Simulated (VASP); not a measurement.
# AlN (AlN (P6_3mc)) (P6_3mc) in VASP: single point with PBE

Aim: the single point of AlN (AlN (P6_3mc)) with PBE.

All numbers are computed with VASP 6.6.1; they aren't measurements. Logs are shortened: lines on timing, memory, paths and dates and some standing lists are left out, and cuts for length are marked.

### Step 1. The cell of the first run

Symmetry: P6_3mc, No. 186, hexagonal system. The conventional cell has a = 3.130 Å, b = 3.130 Å, c = 5.017 Å, α = 90.00°, β = 90.00°, γ = 120.00°. Al (site symmetry 3m) has 4 N at 1.90 to 1.91 Å within 2.5 Å. Within 2.5 Å of N (site symmetry 3m) lie 4 Al at 1.90 to 1.91 Å.

### Step 2. Single point, PBE

Input file INCAR:

```
PREC = Accurate
ENCUT = 520
EDIFF = 1E-7
ISMEAR = -1
SIGMA = 0.01
LREAL = Auto
LASPH = True
NELM = 100
ALGO = Normal
ISIF = 2
LWAVE = False
LCHARG = False
GGA = PE
NBANDS = 46
```

Input file KPOINTS:

```
Automatic mesh
0
Gamma
  2 2 3
```

Input file POSCAR:

```
AlN
1.0
    6.2595139146      0.0000000574      0.0000000000
   -3.1297570070      5.4208980367      0.0000000000
    0.0000000000      0.0000000000      5.0174032967
Al N
8 8
Direct
    0.3333333333      0.1666666667      0.4992353700
    0.1666666667      0.3333333333      0.9992353700
    0.3333333333      0.6666666667      0.4992353700
    0.1666666667      0.8333333333      0.9992353700
    0.8333333333      0.1666666667      0.4992353700
    0.6666666667      0.3333333333      0.9992353700
    0.8333333333      0.6666666667      0.4992353700
    0.6666666667      0.8333333333      0.9992353700
    0.3333333333      0.1666666667      0.8807646300
    0.1666666667      0.3333333333      0.3807646300
    0.3333333333      0.6666666667      0.8807646300
    0.1666666667      0.8333333333      0.3807646300
    0.8333333333      0.1666666667      0.8807646300
    0.6666666667      0.3333333333      0.3807646300
    0.8333333333      0.6666666667      0.8807646300
    0.6666666667      0.8333333333      0.3807646300
```

Potentials or basis: VASP PAW PBE potentials, release 64 (Al, N).

Command:

```
$ cat potpaw_PBE.64/Al/POTCAR potpaw_PBE.64/N/POTCAR > POTCAR
$ mpirun -np 1 vasp_std > vasp.out
```

OUTCAR:

```text
PREC = Accurate
   ENCUT = 520
   EDIFF = 1E-7
   ISMEAR = -1
   LREAL = Auto
   LASPH = True
   NELM = 100
   ISIF = 2
   GGA = PE

 ion  position               nearest neighbor table
   1  0.333  0.167  0.499-  10 1.90  14 1.90  12 1.90   9 1.91   2 3.09   2 3.09   6 3.09   6 3.09
                             4 3.09   4 3.09   5 3.13   5 3.13   3 3.13   3 3.13   7 3.13   7 3.13
   2  0.167  0.333  0.999-   9 1.90  13 1.90  11 1.90  10 1.91   1 3.09   1 3.09   5 3.09   5 3.09
                             3 3.09   3 3.09   6 3.13   6 3.13   4 3.13   4 3.13   8 3.13   8 3.13
   3  0.333  0.667  0.499-  12 1.90  16 1.90  10 1.90  11 1.91   4 3.09   4 3.09   8 3.09   8 3.09
                             2 3.09   2 3.09   7 3.13   7 3.13   1 3.13   1 3.13   5 3.13   5 3.13
   4  0.167  0.833  0.999-  11 1.90  15 1.90   9 1.90  12 1.91   3 3.09   3 3.09   7 3.09   7 3.09
                             1 3.09   1 3.09   8 3.13   8 3.13   2 3.13   2 3.13   6 3.13   6 3.13
   5  0.833  0.167  0.499-  14 1.90  10 1.90  16 1.90  13 1.91   6 3.09   6 3.09   2 3.09   2 3.09
                             8 3.09   8 3.09   1 3.13   1 3.13   7 3.13   7 3.13   3 3.13   3 3.13
   6  0.667  0.333  0.999-  13 1.90   9 1.90  15 1.90  14 1.91   5 3.09   5 3.09   1 3.09   1 3.09
                             7 3.09   7 3.09   2 3.13   2 3.13   8 3.13   8 3.13   4 3.13   4 3.13
   7  0.833  0.667  0.499-  16 1.90  12 1.90  14 1.90  15 1.91   8 3.09   8 3.09   4 3.09   4 3.09
                             6 3.09   6 3.09   3 3.13   3 3.13   5 3.13   5 3.13   1 3.13   1 3.13
   8  0.667  0.833  0.999-  15 1.90  11 1.90  13 1.90  16 1.91   7 3.09   7 3.09   3 3.09   3 3.09
                             5 3.09   5 3.09   4 3.13   4 3.13   6 3.13   6 3.13   2 3.13   2 3.13
   9  0.333  0.167  0.881-   2 1.90   6 1.90   4 1.90   1 1.91
  10  0.167  0.333  0.381-   1 1.90   5 1.90   3 1.90   2 1.91
  11  0.333  0.667  0.881-   4 1.90   8 1.90   2 1.90   3 1.91
  12  0.167  0.833  0.381-   3 1.90   7 1.90   1 1.90   4 1.91
  13  0.833  0.167  0.881-   6 1.90   2 1.90   8 1.90   5 1.91
  14  0.667  0.333  0.381-   5 1.90   1 1.90   7 1.90   6 1.91
  15  0.833  0.667  0.881-   8 1.90   4 1.90   6 1.90   7 1.91
  16  0.667  0.833  0.381-   7 1.90   3 1.90   5 1.90   8 1.91

  LATTYP: Found a hexagonal cell.
 ALAT       =     6.2595139146
 C/A-ratio  =     0.8015643651

  Lattice vectors:

 A1 = (   6.2595139146,   0.0000000574,   0.0000000000)
 A2 = (  -3.1297570070,   5.4208980367,   0.0000000000)
 A3 = (   0.0000000000,   0.0000000000,   5.0174032967)

Analysis of symmetry for initial positions (statically):
=====================================================================
 Subroutine PRICEL returns following result:

  LATTYP: Found a hexagonal cell.
 ALAT       =     3.1297569573
 C/A-ratio  =     1.6031287302

  Lattice vectors:

 A1 = (   3.1297569573,   0.0000000287,   0.0000000000)
 A2 = (  -1.5648785035,   2.7104490183,   0.0000000000)
 A3 = (   0.0000000000,   0.0000000000,   5.0174032967)

   4 primitive cells build up your supercell.

 Routine SETGRP: Setting up the symmetry group for a
 hexagonal supercell.

 Subroutine GETGRP returns: Found 12 space group operations
 (whereof  6 operations were pure point group operations)
 out of a pool of 24 trial point group operations.

The static configuration has the point symmetry C_3v.
 The point group associated with its full space group is C_6v.

Analysis of symmetry for dynamics (positions and initial velocities):
=====================================================================
 Subroutine PRICEL returns following result:

  LATTYP: Found a hexagonal cell.
 ALAT       =     3.1297569573
 C/A-ratio  =     1.6031287302

  Lattice vectors:

 A1 = (   3.1297569573,   0.0000000287,   0.0000000000)
 A2 = (  -1.5648785035,   2.7104490183,   0.0000000000)
 A3 = (   0.0000000000,   0.0000000000,   5.0174032967)

   4 primitive cells build up your supercell.

 Routine SETGRP: Setting up the symmetry group for a
 hexagonal supercell.

 Subroutine GETGRP returns: Found 12 space group operations
 (whereof  6 operations were pure point group operations)
 out of a pool of 24 trial point group operations.

The dynamic configuration has the point symmetry C_3v.
 The point group associated with its full space group is C_6v.

 Subroutine INISYM returns: Found 12 space group operations
 (whereof  6 operations are pure point group operations),
 and found     4 'primitive' translations

----------------------------------------------------------------------------------------

                                     Primitive cell

  volume of cell :      42.5629

  direct lattice vectors                    reciprocal lattice vectors
     3.129756957  0.000000029  0.000000000     0.319513626  0.184471282  0.000000000
    -1.564878503  2.710449018  0.000000000    -0.000000003  0.368942558  0.000000000
     0.000000000  0.000000000  5.017403297     0.000000000  0.000000000  0.199306283

  length of vectors
     3.129756957  3.129756957  5.017403297     0.368942558  0.368942558  0.199306283

  position of ions in fractional coordinates (direct lattice)
     0.666666667  0.333333333  0.499235370
     0.333333333  0.666666667  0.999235370
     0.666666667  0.333333333  0.880764630
     0.333333333  0.666666667  0.380764630

  ion indices of the primitive-cell ions
   primitive index   ion index
                 1           1
                 2           2
                 3           9
                 4          10

----------------------------------------------------------------------------------------

 KPOINTS: Automatic mesh

Automatic generation of k-mesh.
 Grid dimensions read from file:
 generate k-points for:    2    2    3

 Generating k-lattice:

  Cartesian coordinates                     Fractional coordinates (reciprocal lattice)
     0.079878407  0.046117821  0.000000000     0.500000000 -0.000000000  0.000000000
    -0.000000001  0.092235640  0.000000000     0.000000000  0.500000000  0.000000000
     0.000000000  0.000000000  0.066435428     0.000000000  0.000000000  0.333333333

  Length of vectors
     0.092235640  0.092235640  0.066435428

  Shift w.r.t. Gamma in fractional coordinates (k-lattice)
     0.000000000  0.000000000  0.000000000

 Subroutine IBZKPT returns following result:
 ===========================================

 Found      4 irreducible k-points:

 Following reciprocal coordinates:
            Coordinates               Weight
  0.000000  0.000000  0.000000      1.000000
  0.500000  0.000000  0.000000      3.000000
  0.000000  0.000000  0.333333      2.000000
  0.500000  0.000000  0.333333      6.000000
   k-points           NKPTS =      4   k-points in BZ     NKDIM =      4   number of bands    NBANDS=     46
   number of dos      NEDOS =    301   number of ions     NIONS =     16
   total plane-waves  NPLWV =  92160
   dimension x,y,z NGX =    48 NGY =   48 NGZ =   40
   dimension x,y,z NGXF=    96 NGYF=   96 NGZF=   80
   ions per type =               8   8
   NGX,Y,Z   is equivalent  to a cutoff of  12.75, 12.75, 13.25 a.u.
   NGXF,Y,Z  is equivalent  to a cutoff of  25.50, 25.50, 26.51 a.u.
 SYSTEM =  unknown system
   PREC   = accura    normal or accurate (medium, high low for compatibility)
   ISTART =      0    job   : 0-new  1-cont  2-samecut
   ICHARG =      2    charge: 1-file 2-atom 10-const
   ISPIN  =      1    spin polarized calculation?
   LNONCOLLINEAR =      F non collinear calculations
   LSORBIT =      F    spin-orbit coupling
   LASPH  =      T    aspherical Exc in radial PAW
   ENCUT  =  520.0 eV  38.22 Ry    6.18 a.u.  11.64 11.64  9.33*2*pi/ulx,y,z
   NELM   =    100;   NELMIN=  2; NELMDL= -5     # of ELM steps
   EDIFF  = 0.1E-06   stopping-criterion for ELM
   LREAL  =      T    real-space projection
   EDIFFG = 0.1E-05   stopping-criterion for IOM
   NSW    =      0    number of steps for IOM
   IBRION =     -1    ionic relax: 0-MD 1-quasi-New 2-CG
   NFREE  =      0    steps in history (QN), initial steepest desc. (CG)
   ISIF   =      2    stress and relaxation
   ISYM   =      2    0-nonsym 1-usesym 2-fastsym
   POTIM  = 0.5000    time-step for ionic-motion
   TEBEG  =    0.0;   TEEND  =   0.0 temperature during run
   PSTRESS=    0.0 pullay stress
   NELECT =      64.0000    total number of electrons
   NUPDOWN=      -1.0000    fix difference up-down
   EMIN   =  10.00;   EMAX   =-10.00  energy-range for DOS
   EFERMI =   0.00;   METHOD = LEGACY
   ISMEAR =    -1;   SIGMA  =   0.01  broadening in eV -4-tet -1-fermi 0-gaus
   EFERMI_NEDOS =   21; number of points for ismear=-14 and -15
   IALGO  =     38    algorithm
   IMIX   =      4    mixing-type and parameters
     AMIX     =   0.40;   BMIX     =  1.00
     AMIX_MAG =   1.60;   BMIX_MAG =  1.00
  volume/ion in A,a.u.               =      10.64        71.81
  Fermi-wavevector in a.u.,A,eV,Ry     =   1.181511  2.232733 18.993310  1.395969
  Thomas-Fermi vector in A             =   2.317783
   LORBIT       =      0    0 simple, 1 ext, 2 COOP (PROOUT), +10 PAW based schemes
   GGA     = PE    functional components
[... 5 lines left out ...]
 non-spin polarized calculation
  energy-cutoff  :      520.00
  volume of cell :      170.25
 maximum number of plane-waves:      4626
 NGX is ok and might be reduce to    48
   NGX = 23   NGY = 23   NGZ = 19

 number of electron      63.9999991 magnetization

 Free energy of the ion-electron system (eV)
  ---------------------------------------------------
  ext. energy  EPLUGINS =         0.00000000
  ---------------------------------------------------
  free energy    TOTEN  =      -118.99133909 eV

  energy without entropy =     -118.99133909  energy(sigma->0) =     -118.99133909

 E-fermi :   6.2045     XC(G=0): -10.8253

 val. band max:        5.9818212992   @ k =   0.0000   0.0000   0.0000
 cond. band min:      10.0241801525   @ k =   0.0000   0.0000   0.0000
 fundamental gap:      4.0423588533
 Fermi energy:         6.2044602459

 k-point     1 :       0.0000    0.0000    0.0000
  band No.  band energies     occupation
      1      -9.0909      2.00000
      2      -7.1738      2.00000
      3      -7.1738      2.00000
      4      -7.1738      2.00000
      5      -7.0042      2.00000
      6      -6.4974      2.00000
[... 36 lines left out ...]
     43      14.0008      0.00000
     44      16.1248      0.00000

 k-point     2 :       0.5000    0.0000    0.0000
  band No.  band energies     occupation
      1      -8.3584      2.00000
      2      -8.3584      2.00000
      3      -7.2649      2.00000
      4      -7.2649      2.00000
      5      -6.6429      2.00000
      6      -6.6429      2.00000
[... 36 lines left out ...]
     43      14.7510      0.00000
     44      14.7510      0.00000

 k-point     3 :       0.0000    0.0000    0.3333
  band No.  band energies     occupation
      1      -8.6861      2.00000
      2      -7.6820      2.00000
      3      -6.9892      2.00000
      4      -6.9892      2.00000
      5      -6.9892      2.00000
      6      -6.6454      2.00000
[... 36 lines left out ...]
     43      14.9050      0.00000
     44      15.6079      0.00000

 k-point     4 :       0.5000    0.0000    0.3333
  band No.  band energies     occupation
      1      -8.0036      2.00000
      2      -8.0036      2.00000
      3      -7.1637      2.00000
      4      -7.1637      2.00000
      5      -7.0511      2.00000
      6      -7.0511      2.00000
[... 36 lines left out ...]
     43      14.7088      0.00000
     44      14.7088      0.00000
 [bands above 44 left out]

------------------------ aborting loop because EDIFF is reached ----------------------------------------

  FORCE on cell =-STRESS in cart. coord.  units (eV):
  Direction    XX          YY          ZZ          XY          YZ          ZX
  --------------------------------------------------------------------------------------
  -------------------------------------------------------------------------------------
  Total       -0.1022500     -0.1022500     -0.4313026     -0.0000000      0.0000000      0.0000000
  in kB       -0.9622389     -0.9622389     -4.0588383     -0.0000000      0.0000000      0.0000000
  external PRESSURE =      -1.9944387 kB  Pullay stress =       0.0000000 kB

 VOLUME and BASIS-vectors are now :
 -----------------------------------------------------------------------------
  energy-cutoff  :      520.00
  volume of cell :      170.25
      direct lattice vectors                 reciprocal lattice vectors
     6.259513915  0.000000057  0.000000000     0.159756813  0.092235641  0.000000000
    -3.129757007  5.420898037  0.000000000    -0.000000002  0.184471279  0.000000000
     0.000000000  0.000000000  5.017403297     0.000000000  0.000000000  0.199306283

 POSITION                                       TOTAL-FORCE (eV/Angst)
 -----------------------------------------------------------------------------------
      1.56488      0.90348      2.50487         0.000000     -0.000000     -0.012297
     -0.00000      1.80697      5.01357         0.000000     -0.000000     -0.012297
     -0.00000      3.61393      2.50487        -0.000000     -0.000000     -0.012297
     -1.56488      4.51742      5.01357         0.000000     -0.000000     -0.012297
      4.69464      0.90348      2.50487         0.000000     -0.000000     -0.012297
      3.12976      1.80697      5.01357         0.000000     -0.000000     -0.012297
[... 8 lines left out ...]
      3.12976      3.61393      4.41915        -0.000000      0.000000      0.012297
      1.56488      4.51742      1.91045         0.000000      0.000000      0.012297
 -----------------------------------------------------------------------------------
    total drift:                               -0.000000     -0.000000      0.036065

  FREE ENERGIE OF THE ION-ELECTRON SYSTEM (eV)
  ---------------------------------------------------
  free  energy   TOTEN  =      -118.9913390928 eV

  energy  without entropy=     -118.9913390928  energy(sigma->0) =     -118.99133909
```

It took 99 s on 1 thread of Intel Xeon 8259CL, shared host; peak memory 0.29 GiB.

What came out:

```
Free energy            : -118.9913 eV
Pressure               : -0.2 GPa
Largest force          : 0.012 eV/Å
Band gap on the k mesh : 4.04 eV
```

Forces in eV/Å, atoms in the order of the input:
```
Al   0.000  0.000 -0.012
Al   0.000  0.000 -0.012
Al   0.000  0.000 -0.012
Al   0.000  0.000 -0.012
Al   0.000  0.000 -0.012
Al   0.000  0.000 -0.012
Al   0.000  0.000 -0.012
Al   0.000  0.000 -0.012
N    0.000  0.000  0.012
N    0.000  0.000  0.012
N    0.000  0.000  0.012
N    0.000  0.000  0.012
N    0.000  0.000  0.012
N    0.000  0.000  0.012
N    0.000  0.000  0.012
N    0.000  0.000  0.012
```

Stress tensor (GPa, compression positive):
```
-0.10  0.00  0.00
 0.00 -0.10  0.00
 0.00  0.00 -0.41
```

Caveat: the k points lie up to 0.58 Å⁻¹ apart.
